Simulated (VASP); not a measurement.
# Si2W (P3_221) in VASP: single point with PBEsol

Aim: the single point of Si2W with PBEsol.

All numbers are computed with VASP 6.6.1; they aren't measurements. Logs are shortened: lines on timing, memory, paths and dates and some standing lists are left out, and cuts for length are marked.

## Step 1: The cell of the first run

It takes space group P3_221 (No. 154, trigonal). Conventional cell: a = 4.576 Å, b = 4.576 Å, c = 6.603 Å, α = 90.00°, β = 90.00°, γ = 120.00°. Within 3.3 Å of Si (site symmetry 1) lie 5 W at 2.46 to 2.79 Å and 9 Si at 2.52 to 3.22 Å. W (site symmetry 2) has 10 Si at 2.46 to 2.79 Å and 4 W at 3.18 Å within 3.3 Å.

## Step 2: Single point, PBEsol (atoms displaced along a vibrational mode)

INCAR reads:

```
ALGO     = Normal         # electronic algorithm
EDIFF    = 1E-7           # SCF threshold, eV
ENCUT    = 520            # plane-wave cutoff, eV
GGA      = PS             # functional
ISIF     = 2              # what is computed and relaxed
ISMEAR   = 0              # smearing method
LASPH    = T              # aspherical terms in the spheres
LCHARG   = F              # write CHGCAR
LREAL    = F              # projectors in reciprocal space
LWAVE    = F              # write WAVECAR
NBANDS   = 43             # bands
NELM     = 80             # most SCF steps
PREC     = Accurate       # precision mode
SIGMA    = 0.15           # smearing width, eV
```

KPOINTS reads:

```
k-points
0
Gamma
  12 12 6
```

POSCAR reads:

```
Si2W
1.0
    4.5760866017      0.0000000000      0.0000000000
   -2.2880433009      3.9630072470      0.0000000000
    0.0000000000      0.0000000000      6.6033074698
Si W
6 3
Direct
    0.8725743978      0.6723587749      0.4918627775
    0.1274256022      0.7997843772      0.8414705559
    0.6723587749      0.8725743978      0.1748038892
    0.2002156228      0.3276412251      0.5081372225
    0.7997843772      0.1274256022      0.8251961108
    0.3276412251      0.2002156228      0.1585294441
    0.0000000000      0.4957581079      0.1666666667
    0.5042418921      0.5042418921      0.8333333333
    0.4957581079      0.0000000000      0.5000000000
```

Potentials or basis: VASP PAW PBE potentials, release 64 (Si, W_sv).

Command:

```bash
$ cat potpaw_PBE.64/Si/POTCAR potpaw_PBE.64/W_sv/POTCAR > POTCAR
$ mpirun -np 1 vasp_std > vasp.out
```

OUTCAR:

```text
EDIFF = 1E-7
   ENCUT = 520
   GGA = PS
   ISIF = 2
   ISMEAR = 0
   LASPH = T
   LREAL = F
   NELM = 80
   PREC = Accurate

 ion  position               nearest neighbor table
   1  0.873  0.672  0.492-   7 2.46   9 2.47   2 2.52   4 2.60   3 2.63   4 2.67   4 2.67   9 2.67
                             8 2.69   9 2.79
   2  0.127  0.800  0.841-   7 2.46   8 2.47   1 2.52   5 2.60   6 2.63   5 2.67   5 2.67   8 2.67
                             9 2.69   8 2.79
   3  0.672  0.873  0.175-   9 2.46   7 2.47   5 2.52   6 2.60   1 2.63   6 2.67   6 2.67   7 2.67
                             8 2.69   7 2.79
   4  0.200  0.328  0.508-   8 2.46   9 2.47   6 2.52   1 2.60   5 2.63   1 2.67   1 2.67   9 2.67
                             7 2.69   9 2.79
   5  0.800  0.127  0.825-   9 2.46   8 2.47   3 2.52   2 2.60   4 2.63   2 2.67   2 2.67   8 2.67
                             7 2.69   8 2.79
   6  0.328  0.200  0.159-   8 2.46   7 2.47   4 2.52   3 2.60   2 2.63   3 2.67   3 2.67   7 2.67
                             9 2.69   7 2.79
   7  0.000  0.496  0.167-   1 2.46   2 2.46   3 2.47   6 2.47   6 2.67   3 2.67   4 2.69   5 2.69
                             6 2.79   3 2.79   9 3.18   9 3.18   8 3.18   8 3.18
   8  0.504  0.504  0.833-   4 2.46   6 2.46   2 2.47   5 2.47   5 2.67   2 2.67   1 2.69   3 2.69
                             5 2.79   2 2.79   9 3.18   9 3.18   7 3.18   7 3.18
   9  0.496  0.000  0.500-   3 2.46   5 2.46   1 2.47   4 2.47   4 2.67   1 2.67   6 2.69   2 2.69
                             4 2.79   1 2.79   7 3.18   7 3.18   8 3.18   8 3.18

  LATTYP: Found a hexagonal cell.
 ALAT       =     4.5760866017
 C/A-ratio  =     1.4430031694

  Lattice vectors:

 A1 = (   4.5760866017,   0.0000000000,   0.0000000000)
 A2 = (  -2.2880433009,   3.9630072470,   0.0000000000)
 A3 = (   0.0000000000,   0.0000000000,   6.6033074698)

Analysis of symmetry for initial positions (statically):
=====================================================================
 Subroutine PRICEL returns:
 Original cell was already a primitive cell.

 Routine SETGRP: Setting up the symmetry group for a
 hexagonal supercell.

 Subroutine GETGRP returns: Found  6 space group operations
 (whereof  2 operations were pure point group operations)
 out of a pool of 24 trial point group operations.

The static configuration has the point symmetry C_2 .
 The point group associated with its full space group is D_3 .

Analysis of symmetry for dynamics (positions and initial velocities):
=====================================================================
 Subroutine PRICEL returns:
 Original cell was already a primitive cell.

 Routine SETGRP: Setting up the symmetry group for a
 hexagonal supercell.

 Subroutine GETGRP returns: Found  6 space group operations
 (whereof  2 operations were pure point group operations)
 out of a pool of 24 trial point group operations.

The dynamic configuration has the point symmetry C_2 .
 The point group associated with its full space group is D_3 .

 Subroutine INISYM returns: Found  6 space group operations
 (whereof  2 operations are pure point group operations),
 and found     1 'primitive' translations

----------------------------------------------------------------------------------------

                                     Primitive cell

  volume of cell :     119.7514

  direct lattice vectors                    reciprocal lattice vectors
     4.576086602  0.000000000  0.000000000     0.218527333  0.126166814  0.000000000
    -2.288043301  3.963007247  0.000000000     0.000000000  0.252333629  0.000000000
     0.000000000  0.000000000  6.603307470     0.000000000  0.000000000  0.151439260

  length of vectors
     4.576086602  4.576086602  6.603307470     0.252333629  0.252333629  0.151439260

  position of ions in fractional coordinates (direct lattice)
     0.872574398  0.672358775  0.491862778
     0.127425602  0.799784377  0.841470556
     0.672358775  0.872574398  0.174803889
     0.200215623  0.327641225  0.508137222
     0.799784377  0.127425602  0.825196111
     0.327641225  0.200215623  0.158529444
     0.000000000  0.495758108  0.166666667
     0.504241892  0.504241892  0.833333333
     0.495758108  0.000000000  0.500000000

  ion indices of the primitive-cell ions
   primitive index   ion index
                 1           1
                 2           2
                 3           3
                 4           4
                 5           5
                 6           6
                 7           7
                 8           8
                 9           9

----------------------------------------------------------------------------------------

 KPOINTS: k-points

Automatic generation of k-mesh.
 Grid dimensions read from file:
 generate k-points for:   12   12    6

 Generating k-lattice:

  Cartesian coordinates                     Fractional coordinates (reciprocal lattice)
     0.018210611  0.010513901  0.000000000     0.083333333  0.000000000  0.000000000
     0.000000000  0.021027802  0.000000000     0.000000000  0.083333333  0.000000000
     0.000000000  0.000000000  0.025239877     0.000000000  0.000000000  0.166666667

  Length of vectors
     0.021027802  0.021027802  0.025239877

  Shift w.r.t. Gamma in fractional coordinates (k-lattice)
     0.000000000  0.000000000  0.000000000

 Subroutine IBZKPT returns following result:
 ===========================================

 Found    100 irreducible k-points:

 Following reciprocal coordinates:
            Coordinates               Weight
  0.000000  0.000000  0.000000      1.000000
  0.083333  0.000000  0.000000      6.000000
  0.166667 -0.000000  0.000000      6.000000
  0.250000 -0.000000  0.000000      6.000000
  0.333333 -0.000000  0.000000      6.000000
  0.416667  0.000000  0.000000      6.000000
[... 16 lines left out ...]
  0.166667 -0.000000  0.166667      6.000000
  0.000000  0.166667  0.166667      6.000000
 [... further k-points ...]
   k-points           NKPTS =    100   k-points in BZ     NKDIM =    100   number of bands    NBANDS=     43
   number of dos      NEDOS =    301   number of ions     NIONS =      9
   total plane-waves  NPLWV =  64800
   dimension x,y,z NGX =    36 NGY =   36 NGZ =   50
   dimension x,y,z NGXF=    72 NGYF=   72 NGZF=  100
   ions per type =               6   3
   NGX,Y,Z   is equivalent  to a cutoff of  13.08, 13.08, 12.59 a.u.
   NGXF,Y,Z  is equivalent  to a cutoff of  26.16, 26.16, 25.18 a.u.
 SYSTEM =  unknown system
   PREC   = accura    normal or accurate (medium, high low for compatibility)
   ISTART =      0    job   : 0-new  1-cont  2-samecut
   ICHARG =      2    charge: 1-file 2-atom 10-const
   ISPIN  =      1    spin polarized calculation?
   LNONCOLLINEAR =      F non collinear calculations
   LSORBIT =      F    spin-orbit coupling
   LASPH  =      T    aspherical Exc in radial PAW
   ENCUT  =  520.0 eV  38.22 Ry    6.18 a.u.   8.51  8.51 12.28*2*pi/ulx,y,z
   NELM   =     80;   NELMIN=  2; NELMDL= -5     # of ELM steps
   EDIFF  = 0.1E-06   stopping-criterion for ELM
   LREAL  =      F    real-space projection
   EDIFFG = 0.1E-05   stopping-criterion for IOM
   NSW    =      0    number of steps for IOM
   IBRION =     -1    ionic relax: 0-MD 1-quasi-New 2-CG
   NFREE  =      0    steps in history (QN), initial steepest desc. (CG)
   ISIF   =      2    stress and relaxation
   ISYM   =      2    0-nonsym 1-usesym 2-fastsym
   POTIM  = 0.5000    time-step for ionic-motion
   TEBEG  =    0.0;   TEEND  =   0.0 temperature during run
   PSTRESS=    0.0 pullay stress
   NELECT =      66.0000    total number of electrons
   NUPDOWN=      -1.0000    fix difference up-down
   EMIN   =  10.00;   EMAX   =-10.00  energy-range for DOS
   EFERMI =   0.00;   METHOD = LEGACY
   ISMEAR =     0;   SIGMA  =   0.15  broadening in eV -4-tet -1-fermi 0-gaus
   EFERMI_NEDOS =   21; number of points for ismear=-14 and -15
   IALGO  =     38    algorithm
   IMIX   =      4    mixing-type and parameters
     AMIX     =   0.40;   BMIX     =  1.00
     AMIX_MAG =   1.60;   BMIX_MAG =  1.00
  volume/ion in A,a.u.               =      13.31        89.79
  Fermi-wavevector in a.u.,A,eV,Ry     =   1.342237  2.536461 24.512265  1.801601
  Thomas-Fermi vector in A             =   2.470407
   LORBIT       =      0    0 simple, 1 ext, 2 COOP (PROOUT), +10 PAW based schemes
   GGA     = PS    functional components
   LHFCALC =     F    Hartree Fock is set to
   AEXX    =    0.0000 exact exchange contribution
   IVDW    =     0    specifies the selected vdW correction
   LEPSILON=     F    determine dielectric tensor
   LRPA    =     F    only Hartree local field effects (RPA)
 non-spin polarized calculation
 Gauss-broadening in eV      SIGMA  =   0.15
  energy-cutoff  :      520.00
  volume of cell :      119.75
 maximum number of plane-waves:      3300
 NGX is ok and might be reduce to    36
   NGX = 17   NGY = 17   NGZ = 25

 number of electron      66.0000001 magnetization

 Free energy of the ion-electron system (eV)
  ---------------------------------------------------
  ext. energy  EPLUGINS =         0.00000000
  ---------------------------------------------------
  free energy    TOTEN  =       -78.45628904 eV

  energy without entropy =      -78.45498519  energy(sigma->0) =      -78.45563711

 E-fermi :  12.5929     XC(G=0): -12.6546

 val. band max:       12.5135730192   @ k =   0.5000  -0.0000   0.5000
 cond. band min:      12.6888421471   @ k =   0.5000  -0.0000   0.0000
 fundamental gap:      0.1752691279
 Fermi energy:        12.5928592596

 k-point     1 :       0.0000    0.0000    0.0000
  band No.  band energies     occupation
      1     -61.6091      2.00000
      2     -61.5956      2.00000
      3     -61.5955      2.00000
      4     -26.0268      2.00000
      5     -26.0268      2.00000
      6     -26.0247      2.00000
[... 35 lines left out ...]
     42      15.8083      0.00000
     43      16.0411      0.00000

 k-point     2 :       0.0833    0.0000    0.0000
  band No.  band energies     occupation
      1     -61.6089      2.00000
      2     -61.5957      2.00000
      3     -61.5955      2.00000
      4     -26.0391      2.00000
      5     -26.0286      2.00000
      6     -26.0136      2.00000
[... 35 lines left out ...]
     42      15.8047      0.00000
     43      16.0723      0.00000

 k-point     3 :       0.1667   -0.0000    0.0000
  band No.  band energies     occupation
      1     -61.6083      2.00000
      2     -61.5963      2.00000
      3     -61.5955      2.00000
      4     -26.0517      2.00000
      5     -26.0333      2.00000
      6     -26.0054      2.00000
[... 35 lines left out ...]
     42      15.6869      0.00000
     43      16.5046      0.00000

 k-point     4 :       0.2500   -0.0000    0.0000
  band No.  band energies     occupation
      1     -61.6073      2.00000
      2     -61.5972      2.00000
      3     -61.5955      2.00000
      4     -26.0624      2.00000
      5     -26.0390      2.00000
      6     -26.0019      2.00000
[... 863 lines left out ...]
     42      15.9825      0.00000
     43      16.0790      0.00000

 k-point    23 :       0.1667   -0.0000    0.1667
  band No.  band energies     occupation
      1     -61.6078      2.00000
      2     -61.5986      2.00000
      3     -61.5937      2.00000
      4     -26.0580      2.00000
      5     -26.0332      2.00000
      6     -26.0014      2.00000
[... 35 lines left out ...]
     42      15.9175      0.00000
     43      16.2635      0.00000

 k-point    24 :       0.0000    0.1667    0.1667
  band No.  band energies     occupation
      1     -61.6078      2.00000
      2     -61.5986      2.00000
      3     -61.5937      2.00000
      4     -26.0580      2.00000
      5     -26.0329      2.00000
      6     -26.0009      2.00000
[... 35 lines left out ...]
     42      15.8646      0.00000
     43      16.3337      0.00000

 [... further k-points ...]

------------------------ aborting loop because EDIFF is reached ----------------------------------------

  FORCE on cell =-STRESS in cart. coord.  units (eV):
  Direction    XX          YY          ZZ          XY          YZ          ZX
  --------------------------------------------------------------------------------------
  -------------------------------------------------------------------------------------
  Total        3.5599176      3.5599176      3.2090726     -0.0000000      0.0000000     -0.0000000
  in kB       47.6288292     47.6288292     42.9348058     -0.0000000      0.0000000     -0.0000000
  external PRESSURE =      46.0641547 kB  Pullay stress =       0.0000000 kB

 VOLUME and BASIS-vectors are now :
 -----------------------------------------------------------------------------
  energy-cutoff  :      520.00
  volume of cell :      119.75
      direct lattice vectors                 reciprocal lattice vectors
     4.576086602  0.000000000  0.000000000     0.218527333  0.126166814  0.000000000
    -2.288043301  3.963007247  0.000000000     0.000000000  0.252333629  0.000000000
     0.000000000  0.000000000  6.603307470     0.000000000  0.000000000  0.151439260

 POSITION                                       TOTAL-FORCE (eV/Angst)
 -----------------------------------------------------------------------------------
      2.45459      2.66456      3.24792        -1.529260     -0.104164      0.518462
     -1.24683      3.16955      5.55649         0.854839      1.272296     -0.518462
      1.08028      3.45802      1.15428         0.674421     -1.376460     -0.518462
      0.16655      1.29844      3.35539        -1.529260      0.104164     -0.518462
      3.36833      0.50499      5.44902         0.674421      1.376460      0.518462
      1.04121      0.79346      1.04682         0.854839     -1.272296      0.518462
     -1.13432      1.96469      1.10055        -0.598750      1.037065     -0.000000
      1.15373      1.99831      5.50276        -0.598750     -1.037065     -0.000000
      2.26863      0.00000      3.30165         1.197499      0.000000     -0.000000
 -----------------------------------------------------------------------------------
    total drift:                               -0.000010      0.000000      0.000000

  FREE ENERGIE OF THE ION-ELECTRON SYSTEM (eV)
  ---------------------------------------------------
  free  energy   TOTEN  =       -78.4562890400 eV

  energy  without entropy=      -78.4549851857  energy(sigma->0) =      -78.45563711
```

It took 15 min on 1 thread of Intel Xeon 8259CL, shared host; peak memory 0.51 GiB.

Results:

```
Free energy            : -78.4563 eV
Pressure               : 4.6 GPa
Largest force          : 1.618 eV/Å
Band gap on the k mesh : 0.18 eV (least direct gap 0.80 eV)
```

Forces in eV/Å, atoms in the order of the input:
```
Si  -1.529 -0.104  0.518
Si   0.855  1.272 -0.518
Si   0.674 -1.376 -0.518
Si  -1.529  0.104 -0.518
Si   0.674  1.376  0.518
Si   0.855 -1.272  0.518
W   -0.599  1.037  0.000
W   -0.599 -1.037  0.000
W    1.197  0.000  0.000
```

Levels at points of the mesh, in eV from the valence-band top:
| k point | band 30 | band 31 | band 32 | band 33 | band 34 | band 35 | band 36 | band 37 |
| --- | --- | --- | --- | --- | --- | --- | --- | --- |
| (0.00, 0.00, 0.00) | -3.21 | -2.92 | -2.53 | -0.94 | 2.12 | 2.12 | 2.15 | 2.38 |
| (0.50, 0.00, 0.00) | -2.41 | -1.66 | -1.03 | -0.68 | 0.18 | 0.82 | 1.05 | 1.18 |
| (0.00, 0.00, 0.50) | -2.62 | -2.36 | -0.77 | -0.77 | 1.83 | 2.14 | 2.22 | 2.22 |
| (0.50, 0.00, 0.50) | -2.71 | -2.05 | -1.19 | 0.00 | 0.80 | 1.05 | 1.32 | 1.64 |

Caveat: the cell differs from its parent crystal (atoms displaced along a vibrational mode); the cell stands under pressure; the PAW data sets were made with another functional, which shifts forces and pressure a little; spin-orbit coupling is left out, which moves the levels of the heavy elements. A k mesh can miss the band edges.
